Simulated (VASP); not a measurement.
## BeTe: single point with PBE

Crystal: BeTe.

```xyz
2
Lattice="0.0000 2.8003 2.8003 2.8003 0.0000 2.8003 2.8003 2.8003 0.0000" Properties=species:S:1:pos:R:3 pbc="T T T"
Be    0.0000    0.0000    0.0000
Te    1.4002    1.4002    1.4002
```

This cell differs from its parent crystal: strain -1.0%.

```json
{
  "Program": "VASP 6.6.1",
  "Task": "single point",
  "Functional": "PBE",
  "Potentials or basis": "VASP PAW PBE potentials, release 64 (Be, Te)",
  "Cutoff": "520 eV",
  "k mesh": "8 × 8 × 8",
  "Occupations": "fermi-dirac, width 0.02 eV",
  "Spin": "no spin polarisation",
  "Dipole correction": "no",
  "Further INCAR settings": "ALGO = Normal; EDIFF = 1e-06; NBANDS = 11"
}
```

```json
{
  "Pressure": "2.2 GPa",
  "Band gap on the k mesh": "1.93 eV, indirect (least direct gap 3.60 eV)"
}
```

Levels at points of the mesh, in eV from the valence-band top:
```tsv
k point	band 2	band 3	band 4	band 5	band 6	band 7
(0.00, 0.00, 0.00)	0.00	0.00	0.00	3.60	3.60	3.60
(0.50, 0.00, 0.00)	-5.65	-1.16	-1.16	3.12	4.58	4.58
(0.50, 0.50, 0.00)	-5.21	-2.71	-2.71	1.93	2.64	9.81
```

Wall time 10 s on 1 thread of Intel(R) Xeon(R) 6975P-C (Granite Rapids), on a shared host, peak memory 0.17 GiB.

Caveat: the cell differs from its parent crystal (strain -1.0%); spin-orbit coupling is left out, which moves the levels of the heavy elements. A k mesh can miss the band edges.
